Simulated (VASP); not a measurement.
# ZrTa2C2 (P4/mmm) in VASP: relaxation of cell and atoms with PBE

Aim: the relaxation of cell and atoms of ZrTa2C2 with PBE.

Program: VASP 6.6.1. These are calculated values, not measurements. Logs are shortened: lines on timing, memory, paths and dates and some standing lists are left out, and cuts for length are marked.

## Step 1: The cell of the first run

Symmetry: P4/mmm, No. 123, tetragonal system. The conventional cell has a = 4.133 Å, b = 4.133 Å, c = 5.661 Å, α = 90.00°, β = 90.00°, γ = 90.00°. Zr (site symmetry 4/mmm) has 2 C at 2.10 Å within 2.8 Å. Ta (site symmetry mmm) has 4 C at 2.19 Å and 4 Ta at 2.92 Å within 3.0 Å. C (site symmetry 4mm) has 1 C at 1.46 Å within 1.9 Å.

The cell was generated, and may not be a known phase.

## Step 2: Relaxation of cell and atoms, PBE

File INCAR:

```
SYSTEM = ZrTa2C2
  ALGO = Fast
  EDIFF = 1E-7
  EDIFFG = -0.01
  ENCUT = 600
  GGA = PE
  IBRION = 2
  ISIF = 3
  ISMEAR = 0
  LASPH = .TRUE.
  LCHARG = .FALSE.
  LREAL = .FALSE.
  LWAVE = .FALSE.
  NELM = 60
  NSW = 100
  PREC = Accurate
  SIGMA = 0.1
```

File KPOINTS:

```
k-points
0
G
  10 10 8
  0 0 0
```

File POSCAR:

```
ZrTa2C2
1.0
    4.1326600396      0.0000000000      0.0000000000
    0.0000000000      4.1326600396      0.0000000000
    0.0000000000      0.0000000000      5.6607039292
Zr Ta C
1 2 2
Direct
    0.0000000000      0.0000000000      0.0000000000
    0.5000000000      0.0000000000      0.5000000000
    0.0000000000      0.5000000000      0.5000000000
    0.0000000000      0.0000000000      0.6288312930
    0.0000000000      0.0000000000      0.3711687070
```

Potentials or basis: VASP PAW PBE potentials, release 64 (Zr_sv, Ta_pv, C).

Launch:

```console
$ cat potpaw_PBE.64/Zr_sv/POTCAR potpaw_PBE.64/Ta_pv/POTCAR potpaw_PBE.64/C/POTCAR > POTCAR
$ mpirun -np 1 vasp_std > vasp.out
```

OUTCAR:

```text
SYSTEM = ZrTa2C2
   EDIFF = 1E-7
   EDIFFG = -0.01
   ENCUT = 600
   GGA = PE
   IBRION = 2
   ISIF = 3
   ISMEAR = 0
   LASPH = .TRUE.
   LREAL = .FALSE.
   NELM = 60
   NSW = 100
   PREC = Accurate

 ion  position               nearest neighbor table
   1  0.000  0.000  0.000-   4 2.10   5 2.10   2 3.50   3 3.50   2 3.50   3 3.50   3 3.50   3 3.50
                             2 3.50   2 3.50
   2  0.500  0.000  0.500-   4 2.19   5 2.19   4 2.19   5 2.19   3 2.92   3 2.92   3 2.92   3 2.92
                             1 3.50   1 3.50   1 3.50   1 3.50
   3  0.000  0.500  0.500-   4 2.19   5 2.19   4 2.19   5 2.19   2 2.92   2 2.92   2 2.92   2 2.92
                             1 3.50   1 3.50   1 3.50   1 3.50
   4  0.000  0.000  0.629-   5 1.46   1 2.10   3 2.19   2 2.19   3 2.19   2 2.19
   5  0.000  0.000  0.371-   4 1.46   1 2.10   3 2.19   2 2.19   3 2.19   2 2.19

  LATTYP: Found a simple tetragonal cell.
 ALAT       =     4.1326600396
 C/A-ratio  =     1.3697482674

  Lattice vectors:

 A1 = (   4.1326600396,   0.0000000000,   0.0000000000)
 A2 = (   0.0000000000,   4.1326600396,   0.0000000000)
 A3 = (   0.0000000000,   0.0000000000,   5.6607039292)

Analysis of symmetry for initial positions (statically):
=====================================================================
 Subroutine PRICEL returns:
 Original cell was already a primitive cell.

 Routine SETGRP: Setting up the symmetry group for a
 simple tetragonal supercell.

 Subroutine GETGRP returns: Found 16 space group operations
 (whereof 16 operations were pure point group operations)
 out of a pool of 16 trial point group operations.

The static configuration has the point symmetry D_4h.

Analysis of symmetry for dynamics (positions and initial velocities):
=====================================================================
 Subroutine PRICEL returns:
 Original cell was already a primitive cell.

 Routine SETGRP: Setting up the symmetry group for a
 simple tetragonal supercell.

 Subroutine GETGRP returns: Found 16 space group operations
 (whereof 16 operations were pure point group operations)
 out of a pool of 16 trial point group operations.

The dynamic configuration has the point symmetry D_4h.

 Subroutine INISYM returns: Found 16 space group operations
 (whereof 16 operations are pure point group operations),
 and found     1 'primitive' translations

----------------------------------------------------------------------------------------

                                     Primitive cell

  volume of cell :      96.6785

  direct lattice vectors                    reciprocal lattice vectors
     4.132660040  0.000000000  0.000000000     0.241974900  0.000000000  0.000000000
     0.000000000  4.132660040  0.000000000     0.000000000  0.241974900  0.000000000
     0.000000000  0.000000000  5.660703929     0.000000000  0.000000000  0.176656475

  length of vectors
     4.132660040  4.132660040  5.660703929     0.241974900  0.241974900  0.176656475

  position of ions in fractional coordinates (direct lattice)
     0.000000000  0.000000000  0.000000000
     0.500000000  0.000000000  0.500000000
     0.000000000  0.500000000  0.500000000
     0.000000000  0.000000000  0.628831293
     0.000000000  0.000000000  0.371168707

  ion indices of the primitive-cell ions
   primitive index   ion index
                 1           1
                 2           2
                 3           3
                 4           4
                 5           5

----------------------------------------------------------------------------------------

 KPOINTS: k-points

Automatic generation of k-mesh.
 Grid dimensions read from file:
 generate k-points for:   10   10    8

 Generating k-lattice:

  Cartesian coordinates                     Fractional coordinates (reciprocal lattice)
     0.024197490  0.000000000  0.000000000     0.100000000  0.000000000  0.000000000
     0.000000000  0.024197490  0.000000000     0.000000000  0.100000000  0.000000000
     0.000000000  0.000000000  0.022082059     0.000000000  0.000000000  0.125000000

  Length of vectors
     0.024197490  0.024197490  0.022082059

  Shift w.r.t. Gamma in fractional coordinates (k-lattice)
     0.000000000  0.000000000  0.000000000

 Subroutine IBZKPT returns following result:
 ===========================================

 Found    105 irreducible k-points:

 Following reciprocal coordinates:
            Coordinates               Weight
  0.000000  0.000000  0.000000      1.000000
  0.100000  0.000000  0.000000      4.000000
  0.200000  0.000000  0.000000      4.000000
  0.300000  0.000000  0.000000      4.000000
  0.400000  0.000000  0.000000      4.000000
  0.500000  0.000000  0.000000      2.000000
[... 16 lines left out ...]
  0.100000  0.000000  0.125000      8.000000
  0.200000  0.000000  0.125000      8.000000
 [... further k-points ...]
   k-points           NKPTS =    105   k-points in BZ     NKDIM =    105   number of bands    NBANDS=     25
   number of dos      NEDOS =    301   number of ions     NIONS =      5
   total plane-waves  NPLWV =  62208
   dimension x,y,z NGX =    36 NGY =   36 NGZ =   48
   dimension x,y,z NGXF=    72 NGYF=   72 NGZF=   96
   ions per type =               1   2   2
   NGX,Y,Z   is equivalent  to a cutoff of  14.48, 14.48, 14.10 a.u.
   NGXF,Y,Z  is equivalent  to a cutoff of  28.96, 28.96, 28.19 a.u.
 SYSTEM =  ZrTa2C2
   PREC   = accura    normal or accurate (medium, high low for compatibility)
   ISTART =      0    job   : 0-new  1-cont  2-samecut
   ICHARG =      2    charge: 1-file 2-atom 10-const
   ISPIN  =      1    spin polarized calculation?
   LNONCOLLINEAR =      F non collinear calculations
   LSORBIT =      F    spin-orbit coupling
   LASPH  =      T    aspherical Exc in radial PAW
   ENCUT  =  600.0 eV  44.10 Ry    6.64 a.u.   8.25  8.25 11.31*2*pi/ulx,y,z
   NELM   =     60;   NELMIN=  2; NELMDL= -5     # of ELM steps
   EDIFF  = 0.1E-06   stopping-criterion for ELM
   LREAL  =      F    real-space projection
   EDIFFG = -.1E-01   stopping-criterion for IOM
   NSW    =    100    number of steps for IOM
   IBRION =      2    ionic relax: 0-MD 1-quasi-New 2-CG
   NFREE  =      1    steps in history (QN), initial steepest desc. (CG)
   ISIF   =      3    stress and relaxation
   ISYM   =      2    0-nonsym 1-usesym 2-fastsym
   POTIM  = 0.5000    time-step for ionic-motion
   TEBEG  =    0.0;   TEEND  =   0.0 temperature during run
   PSTRESS=    0.0 pullay stress
   NELECT =      42.0000    total number of electrons
   NUPDOWN=      -1.0000    fix difference up-down
   EMIN   =  10.00;   EMAX   =-10.00  energy-range for DOS
   EFERMI =   0.00;   METHOD = LEGACY
   ISMEAR =     0;   SIGMA  =   0.10  broadening in eV -4-tet -1-fermi 0-gaus
   EFERMI_NEDOS =   21; number of points for ismear=-14 and -15
   IALGO  =     68    algorithm
   IMIX   =      4    mixing-type and parameters
     AMIX     =   0.40;   BMIX     =  1.00
     AMIX_MAG =   1.60;   BMIX_MAG =  1.00
  volume/ion in A,a.u.               =      19.34       130.48
  Fermi-wavevector in a.u.,A,eV,Ry     =   1.239885  2.343042 20.916430  1.537314
  Thomas-Fermi vector in A             =   2.374349
   LORBIT       =      0    0 simple, 1 ext, 2 COOP (PROOUT), +10 PAW based schemes
   GGA     = PE    functional components
   LHFCALC =     F    Hartree Fock is set to
   AEXX    =    0.0000 exact exchange contribution
   IVDW    =     0    specifies the selected vdW correction
   LEPSILON=     F    determine dielectric tensor
   LRPA    =     F    only Hartree local field effects (RPA)
 conjugate gradient relaxation of ions
 non-spin polarized calculation
 RMM-DIIS sequential band-by-band and
 Gauss-broadening in eV      SIGMA  =   0.10
  energy-cutoff  :      600.00
  volume of cell :       96.68
 maximum number of plane-waves:      3250
 NGX is ok and might be reduce to    36
   NGX = 17   NGY = 17   NGZ = 23

--------------------------------------- Ionic step        1  -------------------------------------------

 number of electron      42.0000001 magnetization

 Free energy of the ion-electron system (eV)
  ---------------------------------------------------
  ext. energy  EPLUGINS =         0.00000000
  ---------------------------------------------------
  free energy    TOTEN  =       -48.02824913 eV

  energy without entropy =      -48.01128153  energy(sigma->0) =      -48.01976533

------------------------ aborting loop EDIFF was not reached (unconverged)  ----------------------------

  FORCE on cell =-STRESS in cart. coord.  units (eV):
  Direction    XX          YY          ZZ          XY          YZ          ZX
  --------------------------------------------------------------------------------------
  -------------------------------------------------------------------------------------
  Total       -0.0282173     -0.0282173      0.3539305      0.0000000     -0.0000000      0.0000000
  in kB       -0.4676231     -0.4676231      5.8654149      0.0000000     -0.0000000      0.0000000
  external PRESSURE =       1.6433895 kB  Pullay stress =       0.0000000 kB
[... 26 lines left out ...]
--------------------------------------- Ionic step        2  -------------------------------------------

 number of electron      42.0000000 magnetization

------------------------ aborting loop because EDIFF is reached ----------------------------------------

  FORCE on cell =-STRESS in cart. coord.  units (eV):
  Direction    XX          YY          ZZ          XY          YZ          ZX
  --------------------------------------------------------------------------------------
  -------------------------------------------------------------------------------------
  Total       -0.0384283     -0.0384283     -0.4360355      0.0000000      0.0000000      0.0000000
  in kB       -0.6350207     -0.6350207     -7.2054089      0.0000000      0.0000000      0.0000000
  external PRESSURE =      -2.8251501 kB  Pullay stress =       0.0000000 kB
[... 26 lines left out ...]
--------------------------------------- Ionic step        3  -------------------------------------------

 number of electron      42.0000000 magnetization

 Free energy of the ion-electron system (eV)
  ---------------------------------------------------
  ext. energy  EPLUGINS =         0.00000000
  ---------------------------------------------------
  free energy    TOTEN  =       -48.02853395 eV

  energy without entropy =      -48.01160212  energy(sigma->0) =      -48.02006803

 E-fermi :   4.5140     XC(G=0): -10.3213

 val. band max:        4.5079018082   @ k =   0.4000   0.2000   0.3750
 cond. band min:       4.5168185824   @ k =   0.5000   0.2000   0.3750
 fundamental gap:      0.0089167742
 Fermi energy:         4.5139571137

 k-point     1 :       0.0000    0.0000    0.0000
  band No.  band energies     occupation
      1     -44.8341      2.00000
      2     -30.4475      2.00000
      3     -30.4475      2.00000
      4     -30.1739      2.00000
      5     -30.0142      2.00000
      6     -29.8106      2.00000
[... 661 lines left out ...]
     24       6.5538      0.00000
     25       6.5902      0.00000

 [... further k-points ...]
[... 5 lines left out ...]
  --------------------------------------------------------------------------------------
  -------------------------------------------------------------------------------------
  Total       -0.0317544     -0.0317544     -0.0022991      0.0000000     -0.0000000      0.0000000
  in kB       -0.5255606     -0.5255606     -0.0380516      0.0000000     -0.0000000      0.0000000
  external PRESSURE =      -0.3630576 kB  Pullay stress =       0.0000000 kB
[... 20 lines left out ...]
  FREE ENERGIE OF THE ION-ELECTRON SYSTEM (eV)
  ---------------------------------------------------
  free  energy   TOTEN  =       -48.0285339476 eV

  energy  without entropy=      -48.0116021211  energy(sigma->0) =      -48.02006803

 reached required accuracy - stopping structural energy minimisation
```

It took 45 min on 1 thread of Oxide Virtual Turin-like, shared host; peak memory 0.46 GiB.

Results:

- Free energy: -48.0285 eV
- Relaxed volume: 19.36 Å³/atom
- Relaxed cell: a = 4.132 Å, b = 4.132 Å, c = 5.669 Å, α = 90.00°, β = 90.00°, γ = 90.00°
- Space group after relaxing (to 0.1 Å): P4/mmm (No. 123)
- Energy gained by relaxing: 0.1 meV/atom
- Ionic steps: 3
- Pressure after relaxing: 0.0 GPa
- Band gap on the k mesh: zero (bands 21 and 22 overlap by 0.55 eV)

Forces in eV/Å, atoms in the order of the input:
```
Zr   0.000  0.000  0.000
Ta   0.000  0.000  0.000
Ta   0.000  0.000  0.000
C    0.000  0.000 -0.002
C    0.000  0.000  0.002
```

The path:
```tsv
step	energy change (eV)	largest force (eV/Å)	pressure (GPa)	volume (Å³)
1	0.0000	0.0069	0.16	96.68
2	0.0001	0.0026	-0.28	96.96
3	-0.0003	0.0025	-0.04	96.80
```

Final structure:
```
CELL_PARAMETERS angstrom
4.13215 0.00000 0.00000
0.00000 4.13215 0.00000
0.00000 0.00000 5.66943
ATOMIC_POSITIONS crystal
Zr 0.00000 0.00000 0.00000
Ta 0.50000 0.00000 0.50000
Ta 0.00000 0.50000 0.50000
C 0.00000 0.00000 0.62880
C 0.00000 0.00000 0.37120
```

Levels at points of the mesh, in eV from the Fermi level:
```
           k point  band 18  band 19  band 20  band 21  band 22  band 23  band 24  band 25
(0.00, 0.00, 0.00)    -3.72    -2.78    -1.81    -0.81     2.08     2.08     2.19     3.09
(0.50, 0.00, 0.00)    -2.19    -1.30    -0.49    -0.35     1.04     1.38     1.61     1.68
(0.50, 0.50, 0.00)    -1.47    -0.67    -0.51    -0.51    -0.23    -0.23     2.25     2.60
(0.00, 0.00, 0.50)    -3.15    -2.76    -1.83     0.03     1.46     1.63     2.11     2.11
(0.50, 0.00, 0.50)    -2.02    -0.60    -0.50    -0.36     0.42     1.31     1.44     1.71
(0.50, 0.50, 0.50)    -0.93    -0.63    -0.63    -0.24    -0.24     0.86     0.99     1.39
```

Caveat: spin-orbit coupling is left out, which moves the levels of the heavy elements.
